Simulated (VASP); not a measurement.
Mg:

```
CELL_PARAMETERS angstrom
3.20930 0.00000 0.00000
-1.60465 2.77934 0.00000
0.00000 0.00000 5.21030
ATOMIC_POSITIONS crystal
Mg 0.33333 0.66667 0.25000
Mg 0.66667 0.33333 0.75000
```

```yaml
Program: VASP 6.6.1
Task: relaxation of cell and atoms
Functional: PBEsol
Potentials_or_basis: VASP PAW PBE potentials, release 64 (Mg)
Cutoff: 600 eV
k_mesh: 8 × 8 × 5
Occupations: methfessel-paxton, width 0.1 eV
Spin: no spin polarisation
```

At the start: pressure -1.1 GPa; volume 23.24 Å³/atom.

Problem. How do energy, volume and symmetry change on relaxing?

Solution. Over 3 steps the energy falls by 2.6 meV/atom and the volume is 22.52 Å³/atom (-3.1 %); space group P6_3/mmc (No. 194, to 0.05 Å).

The path:
```tsv
step	energy change (eV)	largest force (eV/Å)	pressure (GPa)	volume (Å³)
1	0.0000	0.0000	-1.11	46.47
2	-0.0049	0.0000	-0.30	45.40
3	-0.0053	0.0000	0.00	45.03
```

Final structure:
```yaml
crystal:
  lattice:
    - [3.17219, 0.00000, 0.00000]
    - [-1.58610, 2.74720, 0.00000]
    - [0.00000, 0.00000, 5.16745]
  atoms:
    - { symbol: Mg, position: [0.33333, 0.66667, 0.25000] }
    - { symbol: Mg, position: [0.66667, 0.33333, 0.75000] }
```

Caveat: the PAW data sets were made with another functional, which shifts forces and pressure a little.
